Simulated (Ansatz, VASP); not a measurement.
**One calculation of BaS, two programs**

```
Ba S
1.0
     0.00000    3.21180    3.21180
     3.21180    0.00000    3.21180
     3.21180    3.21180    0.00000
Ba S
1 1
Cartesian
  0.0000 0.0000 0.0000
  3.2118 3.2118 3.2118
```

Alike in both runs: task single point; functional PBE; k mesh 6 × 6 × 6; non-collinear spin, spin-orbit coupling.

|  | VASP | Ansatz |
| --- | --- | --- |
| version | VASP 6.6.1 | Ansatz 0.2.0 |
| potentials or method | VASP PAW PBE potentials, release 64 (Ba_sv, S) | plane waves, PAW |
| plane-wave cutoff (eV) | 520 | 420 |
| occupations | gaussian, width 0.01 eV | fixed |
| valence electrons in the cell | 16 | 16 |

|  | VASP | Ansatz | Ansatz less VASP |
| --- | --- | --- | --- |
| net moment per atom (μB) | 0.00 | 0.00 | 0.000 |

Ansatz's warnings: optics gap not shown off mesh.
